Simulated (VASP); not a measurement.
Write the native input for VASP 6.6.1 that does the following.

```yaml
Task: single point
Functional: r2SCAN
Potentials_or_basis: VASP PAW PBE potentials, release 64 (Rh_sv_GW)
Cutoff: 680 eV
k_mesh: 4 × 4 × 4
Occupations: fermi-dirac, width 0.1 eV
Spin: no spin polarisation
Dipole_correction: no
Further_INCAR_settings: ALGO = Normal; EDIFF = 1e-06; NBANDS = 14
```

The system is Rh.

```
Rh
1.0
     0.00000    1.90081    1.90081
     1.90081    0.00000    1.90081
     1.90081    1.90081    0.00000
Rh
1
Cartesian
  0.0000 0.0000 0.0000
```

The input as run:

POSCAR

```
Rh
1.0
    0.0000000000      1.9008071574      1.9008071574
    1.9008071574      0.0000000000      1.9008071574
    1.9008071574      1.9008071574      0.0000000000
Rh
1
Direct
    0.0000000000      0.0000000000      0.0000000000
```

INCAR.step1

```
PREC     = Accurate       # precision mode
ENCUT    = 680            # plane-wave cutoff, eV
ISMEAR   = -1             # smearing method
SIGMA    = 0.1            # smearing width, eV
LREAL    = F              # projectors in reciprocal space
LASPH    = T              # aspherical terms in the spheres
NELM     = 120            # most SCF steps
NBANDS   = 14             # bands
GGA      = PE             # functional
ALGO     = Normal         # electronic algorithm
EDIFF    = 1E-5           # SCF threshold, eV
LWAVE    = T              # write WAVECAR
LCHARG   = F              # write CHGCAR
GGA_COMPAT= F
```

INCAR.step2

```
PREC     = Accurate       # precision mode
ENCUT    = 680            # plane-wave cutoff, eV
EDIFF    = 1E-6           # SCF threshold, eV
ISMEAR   = -1             # smearing method
SIGMA    = 0.1            # smearing width, eV
LREAL    = F              # projectors in reciprocal space
LASPH    = T              # aspherical terms in the spheres
NELM     = 120            # most SCF steps
ALGO     = Normal         # electronic algorithm
ISIF     = 2              # what is computed and relaxed
LWAVE    = F              # write WAVECAR
LCHARG   = F              # write CHGCAR
METAGGA  = R2SCAN         # meta-GGA
LMIXTAU  = T            
NBANDS   = 14             # bands
ISTART   = 1            
GGA_COMPAT= F
```

KPOINTS

```
regular mesh
0
Gamma
  4 4 4
```

Potentials or basis: VASP PAW PBE potentials, release 64 (Rh_sv_GW).

Run with:

```bash
$ cat potpaw_PBE.64/Rh_sv_GW/POTCAR > POTCAR
$ cp INCAR.step1 INCAR
$ mpirun -np 1 vasp_std > vasp.out
$ cp INCAR.step2 INCAR
$ mpirun -np 1 vasp_std > vasp.out
```

Results of the run:

The pressure is -7.7 GPa and the band gap on the k mesh is zero (an odd number of electrons rules out a gap without spin polarisation).

Caveat: the k points lie up to 0.72 Å⁻¹ apart, too coarse for converged energies and pressures of a metal; the PAW data sets were made with another functional, which shifts forces and pressure a little.

It took 22 s on 1 thread of AMD EPYC 7R43 64-Core Processor (Zen 3), on a shared host, peak memory 0.11 GiB.
